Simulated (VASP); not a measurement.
# Te2Mo (P6_3/mmc) in VASP: a series of runs

Runs on Te2Mo. Level: PBE. Tasks: single point.

Program: VASP 6.6.1. These are calculated values, not measurements. Logs are shortened: lines on timing, memory, paths and dates and some standing lists are left out, and cuts for length are marked.

**1. The cell of the first run**

It takes space group P6_3/mmc (No. 194, hexagonal). The conventional cell has a = 3.659 Å, b = 3.659 Å, c = 13.974 Å, α = 90.00°, β = 90.00°, γ = 120.00°. Te (site symmetry 3m) has 3 Mo at 2.78 Å and 7 Te at 3.61 to 3.66 Å within 3.7 Å. Mo (site symmetry -6m2) has 6 Te at 2.78 Å and 6 Mo at 3.66 Å within 3.7 Å.

**2. Single point, PBE**

The input, INCAR:

```
SYSTEM = Te2Mo
  PREC = Accurate
  ENCUT = 520
  EDIFF = 1E-6
  ISMEAR = -1
  SIGMA = 0.05
  LREAL = .FALSE.
  LASPH = .TRUE.
  NELM = 100
  ALGO = Normal
  ISIF = 2
  LWAVE = .FALSE.
  LCHARG = .TRUE.
  GGA = PE
  LELF = .TRUE.
  LVHAR = .TRUE.
  NBANDS = 35
```

The input, KPOINTS:

```
regular mesh
0
G
  7 7 2
  0 0 0
```

The input, POSCAR:

```
Te2Mo
1.0
    3.6589280000      0.0000000000      0.0000000000
   -1.8294640000      3.1687245986      0.0000000000
    0.0000000000      0.0000000000     13.9736000000
Te Mo
4 2
Direct
    0.6666666667      0.3333333333      0.3790000000
    0.3333333333      0.6666666667      0.8790000000
    0.6666666667      0.3333333333      0.1210000000
    0.3333333333      0.6666666667      0.6210000000
    0.6666666667      0.3333333333      0.7500000000
    0.3333333333      0.6666666667      0.2500000000
```

Potentials or basis: VASP PAW PBE potentials, release 64 (Te, Mo_sv).

Launch:

```
$ cat potpaw_PBE.64/Te/POTCAR potpaw_PBE.64/Mo_sv/POTCAR > POTCAR
$ mpirun -np 1 vasp_std > vasp.out
```

OUTCAR:

```text
SYSTEM = Te2Mo
   PREC = Accurate
   ENCUT = 520
   EDIFF = 1E-6
   ISMEAR = -1
   LREAL = .FALSE.
   LASPH = .TRUE.
   NELM = 100
   ISIF = 2
   GGA = PE

 ion  position               nearest neighbor table
   1  0.667  0.333  0.379-   6 2.78   6 2.78   6 2.78   3 3.61
   2  0.333  0.667  0.879-   5 2.78   5 2.78   5 2.78   4 3.61
   3  0.667  0.333  0.121-   6 2.78   6 2.78   6 2.78   1 3.61
   4  0.333  0.667  0.621-   5 2.78   5 2.78   5 2.78   2 3.61
   5  0.667  0.333  0.750-   2 2.78   4 2.78   2 2.78   4 2.78   2 2.78   4 2.78
   6  0.333  0.667  0.250-   1 2.78   3 2.78   1 2.78   3 2.78   1 2.78   3 2.78

  LATTYP: Found a hexagonal cell.
 ALAT       =     3.6589280000
 C/A-ratio  =     3.8190420801

  Lattice vectors:

 A1 = (   3.6589280000,   0.0000000000,   0.0000000000)
 A2 = (  -1.8294640000,   3.1687245986,   0.0000000000)
 A3 = (   0.0000000000,   0.0000000000,  13.9736000000)

Analysis of symmetry for initial positions (statically):
=====================================================================
 Subroutine PRICEL returns:
 Original cell was already a primitive cell.

 Routine SETGRP: Setting up the symmetry group for a
 hexagonal supercell.

 Subroutine GETGRP returns: Found 24 space group operations
 (whereof 12 operations were pure point group operations)
 out of a pool of 24 trial point group operations.

The static configuration has the point symmetry D_3d.
 The point group associated with its full space group is D_6h.

Analysis of symmetry for dynamics (positions and initial velocities):
=====================================================================
 Subroutine PRICEL returns:
 Original cell was already a primitive cell.

 Routine SETGRP: Setting up the symmetry group for a
 hexagonal supercell.

 Subroutine GETGRP returns: Found 24 space group operations
 (whereof 12 operations were pure point group operations)
 out of a pool of 24 trial point group operations.

The dynamic configuration has the point symmetry D_3d.
 The point group associated with its full space group is D_6h.

 Subroutine INISYM returns: Found 24 space group operations
 (whereof 12 operations are pure point group operations),
 and found     1 'primitive' translations

----------------------------------------------------------------------------------------

                                     Primitive cell

  volume of cell :     162.0118

  direct lattice vectors                    reciprocal lattice vectors
     3.658928000  0.000000000  0.000000000     0.273304093  0.157792192  0.000000000
    -1.829464000  3.168724599  0.000000000     0.000000000  0.315584384  0.000000000
     0.000000000  0.000000000 13.973600000     0.000000000  0.000000000  0.071563520

  length of vectors
     3.658928000  3.658928000 13.973600000     0.315584384  0.315584384  0.071563520

  position of ions in fractional coordinates (direct lattice)
     0.666666667  0.333333333  0.379000000
     0.333333333  0.666666667  0.879000000
     0.666666667  0.333333333  0.121000000
     0.333333333  0.666666667  0.621000000
     0.666666667  0.333333333  0.750000000
     0.333333333  0.666666667  0.250000000

  ion indices of the primitive-cell ions
   primitive index   ion index
                 1           1
                 2           2
                 3           3
                 4           4
                 5           5
                 6           6

----------------------------------------------------------------------------------------

 KPOINTS: regular mesh

Automatic generation of k-mesh.
 Grid dimensions read from file:
 generate k-points for:    7    7    2

 Generating k-lattice:

  Cartesian coordinates                     Fractional coordinates (reciprocal lattice)
     0.039043442  0.022541742  0.000000000     0.142857143  0.000000000  0.000000000
     0.000000000  0.045083483  0.000000000     0.000000000  0.142857143  0.000000000
     0.000000000  0.000000000  0.035781760     0.000000000  0.000000000  0.500000000

  Length of vectors
     0.045083483  0.045083483  0.035781760

  Shift w.r.t. Gamma in fractional coordinates (k-lattice)
     0.000000000  0.000000000  0.000000000

 Subroutine IBZKPT returns following result:
 ===========================================

 Found     16 irreducible k-points:

 Following reciprocal coordinates:
            Coordinates               Weight
  0.000000  0.000000  0.000000      1.000000
  0.142857  0.000000  0.000000      6.000000
  0.285714  0.000000  0.000000      6.000000
  0.428571  0.000000  0.000000      6.000000
  0.142857  0.142857  0.000000      6.000000
  0.285714  0.142857  0.000000     12.000000
[... 8 lines left out ...]
  0.428571  0.142857  0.500000      6.000000
  0.285714  0.285714  0.500000      6.000000
   k-points           NKPTS =     16   k-points in BZ     NKDIM =     16   number of bands    NBANDS=     35
   number of dos      NEDOS =    301   number of ions     NIONS =      6
   total plane-waves  NPLWV =  84672
   dimension x,y,z NGX =    28 NGY =   28 NGZ =  108
   dimension x,y,z NGXF=    56 NGYF=   56 NGZF=  216
   ions per type =               4   2
   NGX,Y,Z   is equivalent  to a cutoff of  12.72, 12.72, 12.85 a.u.
   NGXF,Y,Z  is equivalent  to a cutoff of  25.44, 25.44, 25.70 a.u.
 SYSTEM =  Te2Mo
   PREC   = accura    normal or accurate (medium, high low for compatibility)
   ISTART =      0    job   : 0-new  1-cont  2-samecut
   ICHARG =      2    charge: 1-file 2-atom 10-const
   ISPIN  =      1    spin polarized calculation?
   LNONCOLLINEAR =      F non collinear calculations
   LSORBIT =      F    spin-orbit coupling
   LASPH  =      T    aspherical Exc in radial PAW
   ENCUT  =  520.0 eV  38.22 Ry    6.18 a.u.   6.80  6.80 25.98*2*pi/ulx,y,z
   NELM   =    100;   NELMIN=  2; NELMDL= -5     # of ELM steps
   EDIFF  = 0.1E-05   stopping-criterion for ELM
   LREAL  =      F    real-space projection
   EDIFFG = 0.1E-04   stopping-criterion for IOM
   NSW    =      0    number of steps for IOM
   IBRION =     -1    ionic relax: 0-MD 1-quasi-New 2-CG
   NFREE  =      0    steps in history (QN), initial steepest desc. (CG)
   ISIF   =      2    stress and relaxation
   ISYM   =      2    0-nonsym 1-usesym 2-fastsym
   POTIM  = 0.5000    time-step for ionic-motion
   TEBEG  =    0.0;   TEEND  =   0.0 temperature during run
   PSTRESS=    0.0 pullay stress
   NELECT =      52.0000    total number of electrons
   NUPDOWN=      -1.0000    fix difference up-down
   EMIN   =  10.00;   EMAX   =-10.00  energy-range for DOS
   EFERMI =   0.00;   METHOD = LEGACY
   ISMEAR =    -1;   SIGMA  =   0.05  broadening in eV -4-tet -1-fermi 0-gaus
   EFERMI_NEDOS =   21; number of points for ismear=-14 and -15
   IALGO  =     38    algorithm
   IMIX   =      4    mixing-type and parameters
     AMIX     =   0.40;   BMIX     =  1.00
     AMIX_MAG =   1.60;   BMIX_MAG =  1.00
  volume/ion in A,a.u.               =      27.00       182.22
  Fermi-wavevector in a.u.,A,eV,Ry     =   1.120883  2.118162 17.094078  1.256379
  Thomas-Fermi vector in A             =   2.257533
   LORBIT       =      0    0 simple, 1 ext, 2 COOP (PROOUT), +10 PAW based schemes
   GGA     = PE    functional components
   LHFCALC =     F    Hartree Fock is set to
   AEXX    =    0.0000 exact exchange contribution
   IVDW    =     0    specifies the selected vdW correction
   LEPSILON=     F    determine dielectric tensor
   LRPA    =     F    only Hartree local field effects (RPA)
 non-spin polarized calculation
  energy-cutoff  :      520.00
  volume of cell :      162.01
 maximum number of plane-waves:      4384
 NGX is ok and might be reduce to    28
   NGX = 13   NGY = 13   NGZ = 51

 number of electron      51.9999994 magnetization

 Free energy of the ion-electron system (eV)
  ---------------------------------------------------
  ext. energy  EPLUGINS =         0.00000000
  ---------------------------------------------------
  free energy    TOTEN  =       -35.90212325 eV

  energy without entropy =      -35.90201111  energy(sigma->0) =      -35.90206718

 E-fermi :   7.6044     XC(G=0): -10.0731

 val. band max:        7.3152573743   @ k =   0.0000   0.0000   0.0000
 cond. band min:       8.0073559905   @ k =   0.2857   0.2857   0.0000
 fundamental gap:      0.6920986162
 Fermi energy:         7.6043598446

 k-point     1 :       0.0000    0.0000    0.0000
  band No.  band energies     occupation
      1     -53.7625      2.00000
      2     -53.7625      2.00000
      3     -27.8489      2.00000
      4     -27.8489      2.00000
      5     -27.8172      2.00000
      6     -27.8172      2.00000
[... 27 lines left out ...]
     34      10.0912      0.00000
     35      12.2354      0.00000

 k-point     2 :       0.1429    0.0000    0.0000
  band No.  band energies     occupation
      1     -53.7615      2.00000
      2     -53.7615      2.00000
      3     -27.8456      2.00000
      4     -27.8456      2.00000
      5     -27.8327      2.00000
      6     -27.8327      2.00000
[... 27 lines left out ...]
     34      10.0647      0.00000
     35      13.1524      0.00000

 k-point     3 :       0.2857    0.0000    0.0000
  band No.  band energies     occupation
      1     -53.7592      2.00000
      2     -53.7592      2.00000
      3     -27.8673      2.00000
      4     -27.8673      2.00000
      5     -27.8381      2.00000
      6     -27.8381      2.00000
[... 27 lines left out ...]
     34      10.4703      0.00000
     35      12.5496      0.00000

 k-point     4 :       0.4286    0.0000    0.0000
  band No.  band energies     occupation
      1     -53.7574      2.00000
      2     -53.7574      2.00000
      3     -27.8949      2.00000
      4     -27.8949      2.00000
      5     -27.8356      2.00000
      6     -27.8356      2.00000
[... 27 lines left out ...]
     34      10.7980      0.00000
     35      10.8248      0.00000

 k-point     5 :       0.1429    0.1429    0.0000
  band No.  band energies     occupation
      1     -53.7599      2.00000
      2     -53.7599      2.00000
      3     -27.8556      2.00000
      4     -27.8556      2.00000
      5     -27.8402      2.00000
      6     -27.8402      2.00000
[... 334 lines left out ...]
 k-point    14 :       0.2857    0.1429    0.5000
  band No.  band energies     occupation
      1     -53.7578      2.00000
      2     -53.7578      2.00000
      3     -27.8824      2.00000
      4     -27.8824      2.00000
      5     -27.8406      2.00000
      6     -27.8406      2.00000
[... 27 lines left out ...]
     34      10.3406      0.00000
     35      12.3875      0.00000

 k-point    15 :       0.4286    0.1429    0.5000
  band No.  band energies     occupation
      1     -53.7569      2.00000
      2     -53.7569      2.00000
      3     -27.8941      2.00000
      4     -27.8941      2.00000
      5     -27.8460      2.00000
      6     -27.8460      2.00000
[... 27 lines left out ...]
     34      10.2248      0.00000
     35      11.6240      0.00000

 k-point    16 :       0.2857    0.2857    0.5000
  band No.  band energies     occupation
      1     -53.7567      2.00000
      2     -53.7567      2.00000
      3     -27.8840      2.00000
      4     -27.8840      2.00000
      5     -27.8604      2.00000
      6     -27.8604      2.00000
[... 27 lines left out ...]
     34      10.4298      0.00000
     35      12.0959      0.00000

------------------------ aborting loop because EDIFF is reached ----------------------------------------

  FORCE on cell =-STRESS in cart. coord.  units (eV):
  Direction    XX          YY          ZZ          XY          YZ          ZX
  --------------------------------------------------------------------------------------
  -------------------------------------------------------------------------------------
  Total       -4.4804663     -4.4804663     -1.7877648      0.0000000      0.0000000      0.0000000
  in kB      -44.3085082    -44.3085082    -17.6796763      0.0000000      0.0000000      0.0000000
  external PRESSURE =     -35.4322309 kB  Pullay stress =       0.0000000 kB

 VOLUME and BASIS-vectors are now :
 -----------------------------------------------------------------------------
  energy-cutoff  :      520.00
  volume of cell :      162.01
      direct lattice vectors                 reciprocal lattice vectors
     3.658928000  0.000000000  0.000000000     0.273304093  0.157792192  0.000000000
    -1.829464000  3.168724599  0.000000000     0.000000000  0.315584384  0.000000000
     0.000000000  0.000000000 13.973600000     0.000000000  0.000000000  0.071563520

 POSITION                                       TOTAL-FORCE (eV/Angst)
 -----------------------------------------------------------------------------------
      1.82946      1.05624      5.29599        -0.000000      0.000000     -0.446880
     -0.00000      2.11248     12.28279        -0.000000      0.000000     -0.446880
      1.82946      1.05624      1.69081        -0.000000      0.000000      0.446880
     -0.00000      2.11248      8.67761         0.000000      0.000000      0.446880
      1.82946      1.05624     10.48020        -0.000000     -0.000000     -0.000000
     -0.00000      2.11248      3.49340         0.000000      0.000000     -0.000000
 -----------------------------------------------------------------------------------
    total drift:                               -0.000000      0.000000     -0.000000

  FREE ENERGIE OF THE ION-ELECTRON SYSTEM (eV)
  ---------------------------------------------------
  free  energy   TOTEN  =       -35.9021232471 eV

  energy  without entropy=      -35.9020111120  energy(sigma->0) =      -35.90206718
```

Wall time 3.4 min (1 thread of Intel Xeon 8259CL, shared host); peak memory 0.31 GiB.

Results:

```yaml
Free_energy: -35.9021 eV
Pressure: -3.5 GPa
Largest_force: 0.447 eV/Å
Band_gap_on_the_k_mesh: 0.69 eV (least direct gap 1.09 eV)
```

Forces on the atoms (eV/Å):
```
Te   0.000  0.000 -0.447
Te   0.000  0.000 -0.447
Te   0.000  0.000  0.447
Te   0.000  0.000  0.447
Mo   0.000  0.000  0.000
Mo   0.000  0.000  0.000
```

Stress tensor (GPa, compression positive):
```
-4.43  0.00  0.00
 0.00 -4.43  0.00
 0.00  0.00 -1.77
```

Caveat: the cell stands under tension; spin-orbit coupling is left out, which moves the levels of the heavy elements; an odd mesh through Γ misses points on the zone boundary, where band edges can lie; this functional lacks dispersion, which binds the layers, so the pressure and a relaxed spacing across them are unreliable.

[end of part 1 of 2]
